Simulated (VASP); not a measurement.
# GaSb (P4/nmm) in VASP: relaxation of cell and atoms with PBE

Aim: the relaxation of cell and atoms of GaSb with PBE.

Everything below comes from runs of VASP 6.6.1. Logs are shortened: lines on timing, memory, paths and dates and some standing lists are left out, and cuts for length are marked.

## (1) The cell of the first run

It takes space group P4/nmm (No. 129, tetragonal). Conventional cell: a = 4.567 Å, b = 4.567 Å, c = 4.993 Å, α = 90.00°, β = 90.00°, γ = 90.00°. Ga (site symmetry -4m2) has 4 Sb at 2.82 Å and 4 Ga at 3.23 Å within 3.7 Å. Sb (site symmetry 4mm) has 4 Ga at 2.82 Å and 4 Sb at 3.64 Å within 3.7 Å.

The cell was generated, and may not be a known phase.

## (2) Relaxation of cell and atoms, PBE

The input, INCAR:

```
SYSTEM = GaSb
PREC     = Accurate       ! precision mode
ENCUT    = 600            ! plane-wave cutoff, eV
EDIFF    = 1E-7           ! SCF threshold, eV
ISMEAR   = 0              ! smearing method
SIGMA    = 0.1            ! smearing width, eV
LREAL    = .False.        ! projectors in reciprocal space
LASPH    = .True.         ! aspherical terms in the spheres
NELM     = 80             ! most SCF steps
ALGO     = Normal         ! electronic algorithm
ISIF     = 3              ! what is computed and relaxed
LWAVE    = .False.        ! write WAVECAR
LCHARG   = .False.        ! write CHGCAR
GGA      = PE             ! functional
IBRION   = 2              ! ionic algorithm
NSW      = 100            ! ionic steps
EDIFFG   = -0.01          ! ionic threshold
```

The input, KPOINTS:

```
regular mesh
0
Gamma
  10 10 10
  0 0 0
```

The input, POSCAR:

```
GaSb
1.0
    4.5667310120      0.0000000000      0.0000000000
    0.0000000000      4.5667310120      0.0000000000
    0.0000000000      0.0000000000      4.9929930043
Ga Sb
2 2
Direct
    0.0000000000      0.0000000000      0.5000000000
    0.5000000000      0.5000000000      0.5000000000
    0.5000000000      0.0000000000      0.1683373453
    0.0000000000      0.5000000000      0.8316626547
```

Potentials or basis: VASP PAW PBE potentials, release 64 (Ga_d, Sb).

Run with:

```
$ cat potpaw_PBE.64/Ga_d/POTCAR potpaw_PBE.64/Sb/POTCAR > POTCAR
$ mpirun -np 1 vasp_std > vasp.out
```

OUTCAR:

```text
SYSTEM = GaSb
   PREC = Accurate
   ENCUT = 600
   EDIFF = 1E-7
   ISMEAR = 0
   LREAL = .False.
   LASPH = .True.
   NELM = 80
   ISIF = 3
   GGA = PE
   IBRION = 2
   NSW = 100
   EDIFFG = -0.01

 ion  position               nearest neighbor table
   1  0.000  0.000  0.500-   3 2.82   4 2.82   4 2.82   3 2.82
   2  0.500  0.500  0.500-   3 2.82   4 2.82   3 2.82   4 2.82
   3  0.500  0.000  0.168-   1 2.82   2 2.82   2 2.82   1 2.82   4 3.64   4 3.64   4 3.64   4 3.64

   4  0.000  0.500  0.832-   1 2.82   2 2.82   1 2.82   2 2.82   3 3.64   3 3.64   3 3.64   3 3.64

  LATTYP: Found a simple tetragonal cell.
 ALAT       =     4.5667310120
 C/A-ratio  =     1.0933407269

  Lattice vectors:

 A1 = (   4.5667310120,   0.0000000000,   0.0000000000)
 A2 = (   0.0000000000,   4.5667310120,   0.0000000000)
 A3 = (   0.0000000000,   0.0000000000,   4.9929930043)

Analysis of symmetry for initial positions (statically):
=====================================================================
 Subroutine PRICEL returns:
 Original cell was already a primitive cell.

 Routine SETGRP: Setting up the symmetry group for a
 simple tetragonal supercell.

 Subroutine GETGRP returns: Found 16 space group operations
 (whereof  8 operations were pure point group operations)
 out of a pool of 16 trial point group operations.

The static configuration has the point symmetry D_2d.
 The point group associated with its full space group is D_4h.

Analysis of symmetry for dynamics (positions and initial velocities):
=====================================================================
 Subroutine PRICEL returns:
 Original cell was already a primitive cell.

 Routine SETGRP: Setting up the symmetry group for a
 simple tetragonal supercell.

 Subroutine GETGRP returns: Found 16 space group operations
 (whereof  8 operations were pure point group operations)
 out of a pool of 16 trial point group operations.

The dynamic configuration has the point symmetry D_2d.
 The point group associated with its full space group is D_4h.

 Subroutine INISYM returns: Found 16 space group operations
 (whereof  8 operations are pure point group operations),
 and found     1 'primitive' translations

----------------------------------------------------------------------------------------

                                     Primitive cell

  volume of cell :     104.1290

  direct lattice vectors                    reciprocal lattice vectors
     4.566731012  0.000000000  0.000000000     0.218975017  0.000000000  0.000000000
     0.000000000  4.566731012  0.000000000     0.000000000  0.218975017  0.000000000
     0.000000000  0.000000000  4.992993004     0.000000000  0.000000000  0.200280673

  length of vectors
     4.566731012  4.566731012  4.992993004     0.218975017  0.218975017  0.200280673

  position of ions in fractional coordinates (direct lattice)
     0.000000000  0.000000000  0.500000000
     0.500000000  0.500000000  0.500000000
     0.500000000  0.000000000  0.168337345
     0.000000000  0.500000000  0.831662655

  ion indices of the primitive-cell ions
   primitive index   ion index
                 1           1
                 2           2
                 3           3
                 4           4

----------------------------------------------------------------------------------------

 KPOINTS: regular mesh

Automatic generation of k-mesh.
 Grid dimensions read from file:
 generate k-points for:   10   10   10

 Generating k-lattice:

  Cartesian coordinates                     Fractional coordinates (reciprocal lattice)
     0.021897502  0.000000000  0.000000000     0.100000000  0.000000000  0.000000000
     0.000000000  0.021897502  0.000000000     0.000000000  0.100000000  0.000000000
     0.000000000  0.000000000  0.020028067     0.000000000  0.000000000  0.100000000

  Length of vectors
     0.021897502  0.021897502  0.020028067

  Shift w.r.t. Gamma in fractional coordinates (k-lattice)
     0.000000000  0.000000000  0.000000000

 Subroutine IBZKPT returns following result:
 ===========================================

 Found    126 irreducible k-points:

 Following reciprocal coordinates:
            Coordinates               Weight
  0.000000  0.000000  0.000000      1.000000
  0.100000  0.000000  0.000000      4.000000
  0.200000  0.000000  0.000000      4.000000
  0.300000  0.000000  0.000000      4.000000
  0.400000  0.000000  0.000000      4.000000
  0.500000  0.000000  0.000000      2.000000
[... 16 lines left out ...]
  0.100000  0.000000  0.100000      8.000000
  0.200000  0.000000  0.100000      8.000000
 [... further k-points ...]
   k-points           NKPTS =    126   k-points in BZ     NKDIM =    126   number of bands    NBANDS=     22
   number of dos      NEDOS =    301   number of ions     NIONS =      4
   total plane-waves  NPLWV =  51840
   dimension x,y,z NGX =    36 NGY =   36 NGZ =   40
   dimension x,y,z NGXF=    72 NGYF=   72 NGZF=   80
   ions per type =               2   2
   NGX,Y,Z   is equivalent  to a cutoff of  13.11, 13.11, 13.32 a.u.
   NGXF,Y,Z  is equivalent  to a cutoff of  26.21, 26.21, 26.64 a.u.
 SYSTEM =  GaSb
   PREC   = accura    normal or accurate (medium, high low for compatibility)
   ISTART =      0    job   : 0-new  1-cont  2-samecut
   ICHARG =      2    charge: 1-file 2-atom 10-const
   ISPIN  =      1    spin polarized calculation?
   LNONCOLLINEAR =      F non collinear calculations
   LSORBIT =      F    spin-orbit coupling
   LASPH  =      T    aspherical Exc in radial PAW
   ENCUT  =  600.0 eV  44.10 Ry    6.64 a.u.   9.12  9.12  9.97*2*pi/ulx,y,z
   NELM   =     80;   NELMIN=  2; NELMDL= -5     # of ELM steps
   EDIFF  = 0.1E-06   stopping-criterion for ELM
   LREAL  =      F    real-space projection
   EDIFFG = -.1E-01   stopping-criterion for IOM
   NSW    =    100    number of steps for IOM
   IBRION =      2    ionic relax: 0-MD 1-quasi-New 2-CG
   NFREE  =      1    steps in history (QN), initial steepest desc. (CG)
   ISIF   =      3    stress and relaxation
   ISYM   =      2    0-nonsym 1-usesym 2-fastsym
   POTIM  = 0.5000    time-step for ionic-motion
   TEBEG  =    0.0;   TEEND  =   0.0 temperature during run
   PSTRESS=    0.0 pullay stress
   NELECT =      36.0000    total number of electrons
   NUPDOWN=      -1.0000    fix difference up-down
   EMIN   =  10.00;   EMAX   =-10.00  energy-range for DOS
   EFERMI =   0.00;   METHOD = LEGACY
   ISMEAR =     0;   SIGMA  =   0.10  broadening in eV -4-tet -1-fermi 0-gaus
   EFERMI_NEDOS =   21; number of points for ismear=-14 and -15
   IALGO  =     38    algorithm
   IMIX   =      4    mixing-type and parameters
     AMIX     =   0.40;   BMIX     =  1.00
     AMIX_MAG =   1.60;   BMIX_MAG =  1.00
  volume/ion in A,a.u.               =      26.03       175.67
  Fermi-wavevector in a.u.,A,eV,Ry     =   1.148996  2.171287 17.962290  1.320191
  Thomas-Fermi vector in A             =   2.285668
   LORBIT       =      0    0 simple, 1 ext, 2 COOP (PROOUT), +10 PAW based schemes
   GGA     = PE    functional components
   LHFCALC =     F    Hartree Fock is set to
   AEXX    =    0.0000 exact exchange contribution
   IVDW    =     0    specifies the selected vdW correction
   LEPSILON=     F    determine dielectric tensor
   LRPA    =     F    only Hartree local field effects (RPA)
 conjugate gradient relaxation of ions
 non-spin polarized calculation
 Gauss-broadening in eV      SIGMA  =   0.10
  energy-cutoff  :      600.00
  volume of cell :      104.13
 maximum number of plane-waves:      3508
   NGX = 19   NGY = 19   NGZ = 19

--------------------------------------- Ionic step        1  -------------------------------------------

 number of electron      36.0000033 magnetization

 Free energy of the ion-electron system (eV)
  ---------------------------------------------------
  ext. energy  EPLUGINS =         0.00000000
  ---------------------------------------------------
  free energy    TOTEN  =       -14.00760726 eV

  energy without entropy =      -14.00116254  energy(sigma->0) =      -14.00438490

------------------------ aborting loop because EDIFF is reached ----------------------------------------

  FORCE on cell =-STRESS in cart. coord.  units (eV):
  Direction    XX          YY          ZZ          XY          YZ          ZX
  --------------------------------------------------------------------------------------
  -------------------------------------------------------------------------------------
  Total        0.0382612      0.0382612      0.4506779      0.0000000     -0.0000000      0.0000000
  in kB        0.5887042      0.5887042      6.9343386      0.0000000     -0.0000000      0.0000000
  external PRESSURE =       2.7039156 kB  Pullay stress =       0.0000000 kB
[... 95 lines left out ...]
  FREE ENERGIE OF THE ION-ELECTRON SYSTEM (eV)
  ---------------------------------------------------
  free  energy   TOTEN  =       -14.0129136830 eV

  energy  without entropy=      -14.0058742397  energy(sigma->0) =      -14.00939396

[... ionic steps 4 to 18 ...]

--------------------------------------- Ionic step       19  -------------------------------------------

 number of electron      36.0000030 magnetization

------------------------ aborting loop because EDIFF is reached ----------------------------------------

  FORCE on cell =-STRESS in cart. coord.  units (eV):
  Direction    XX          YY          ZZ          XY          YZ          ZX
  --------------------------------------------------------------------------------------
  -------------------------------------------------------------------------------------
  Total       -0.0037936     -0.0037936      0.0496191      0.0000000      0.0000000      0.0000000
  in kB       -0.0588831     -0.0588831      0.7701742      0.0000000      0.0000000      0.0000000
  external PRESSURE =       0.2174693 kB  Pullay stress =       0.0000000 kB
[... 61 lines left out ...]
  energy  without entropy=      -14.0103145934  energy(sigma->0) =      -14.01396191

--------------------------------------- Ionic step       21  -------------------------------------------

 number of electron      36.0000027 magnetization

 Free energy of the ion-electron system (eV)
  ---------------------------------------------------
  ext. energy  EPLUGINS =         0.00000000
  ---------------------------------------------------
  free energy    TOTEN  =       -14.01768241 eV

  energy without entropy =      -14.01041180  energy(sigma->0) =      -14.01404711

 E-fermi :   5.6817     XC(G=0):  -9.8638

 val. band max:        5.6795068465   @ k =   0.1000   0.1000   0.4000
 cond. band min:       5.6864848105   @ k =   0.1000   0.0000   0.2000
 fundamental gap:      0.0069779640
 Fermi energy:         5.6817489454

 k-point     1 :       0.0000    0.0000    0.0000
  band No.  band energies     occupation
      1      -9.1661      2.00000
      2      -9.1581      2.00000
      3      -9.0978      2.00000
      4      -9.0978      2.00000
      5      -9.0973      2.00000
      6      -9.0475      2.00000
[... 574 lines left out ...]
      6      -9.0548      2.00000
[... 14 lines left out ...]
     21       8.1040      0.00000
     22       9.0979      0.00000

 [... further k-points ...]

------------------------ aborting loop because EDIFF is reached ----------------------------------------

  FORCE on cell =-STRESS in cart. coord.  units (eV):
  Direction    XX          YY          ZZ          XY          YZ          ZX
  --------------------------------------------------------------------------------------
  -------------------------------------------------------------------------------------
  Total       -0.0251753     -0.0251753      0.0126503      0.0000000      0.0000000      0.0000000
  in kB       -0.3912163     -0.3912163      0.1965808      0.0000000      0.0000000      0.0000000
  external PRESSURE =      -0.1952839 kB  Pullay stress =       0.0000000 kB
[... 19 lines left out ...]
  FREE ENERGIE OF THE ION-ELECTRON SYSTEM (eV)
  ---------------------------------------------------
  free  energy   TOTEN  =       -14.0176824127 eV

  energy  without entropy=      -14.0104117981  energy(sigma->0) =      -14.01404711

 reached required accuracy - stopping structural energy minimisation
```

It used 2100 s of CPU time on 1 thread of Intel(R) Xeon(R) Platinum 8488C (Sapphire Rapids) (shared host).

What came out:

* Free energy: -14.0177 eV
* Relaxed volume: 25.78 Å³/atom
* Relaxed cell: a = 4.555 Å, b = 4.555 Å, c = 4.968 Å, α = 90.00°, β = 90.00°, γ = 90.00°
* Space group after relaxing (to 0.1 Å): P4/nmm (No. 129)
* Energy gained by relaxing: 2.5 meV/atom
* Ionic steps: 21
* Pressure after relaxing: 0.0 GPa
* Largest force after relaxing: 0.006 eV/Å
* Band gap on the k mesh: zero (bands 18 and 19 overlap by 2.22 eV)

Forces on the atoms (eV/Å):
```
Ga   0.000  0.000  0.000
Ga   0.000  0.000  0.000
Sb   0.000  0.000 -0.006
Sb   0.000  0.000  0.006
```

The path:
```csv
step,energy change (eV),largest force (eV/Å),pressure (GPa),volume (Å³)
1,0.0000,0.2048,0.27,104.13
2,-0.0045,0.1127,-0.18,104.79
3,-0.0053,0.0527,-0.47,105.24
4,-0.0086,0.0278,-0.24,104.45
5,-0.0096,0.0078,-0.05,103.84
6,-0.0096,0.0047,-0.02,103.75
7,-0.0096,0.0056,-0.03,103.78
8,-0.0096,0.0106,0.00,103.72
9,-0.0096,0.0165,0.03,103.64
10,-0.0097,0.0174,0.02,103.65
11,-0.0097,0.0170,0.02,103.65
12,-0.0098,0.0164,-0.03,103.66
13,-0.0098,0.0153,-0.10,103.68
14,-0.0098,0.0158,-0.08,103.67
15,-0.0098,0.0163,-0.06,103.65
16,-0.0099,0.0181,-0.05,103.56
17,-0.0099,0.0214,-0.02,103.38
18,-0.0099,0.0282,0.06,103.03
19,-0.0100,0.0249,0.02,103.22
20,-0.0100,0.0201,0.01,103.19
21,-0.0101,0.0060,-0.02,103.10
```

Final structure:
```yaml
crystal:
  lattice:
    - [4.55540, 0.00000, 0.00000]
    - [0.00000, 4.55540, 0.00000]
    - [0.00000, 0.00000, 4.96839]
  atoms:
    - { symbol: Ga, position: [0.00000, 0.00000, 0.50000] }
    - { symbol: Ga, position: [0.50000, 0.50000, 0.50000] }
    - { symbol: Sb, position: [0.50000, 0.00000, 0.15733] }
    - { symbol: Sb, position: [0.00000, 0.50000, 0.84267] }
```

Caveat: spin-orbit coupling is left out, which moves the levels of the heavy elements.
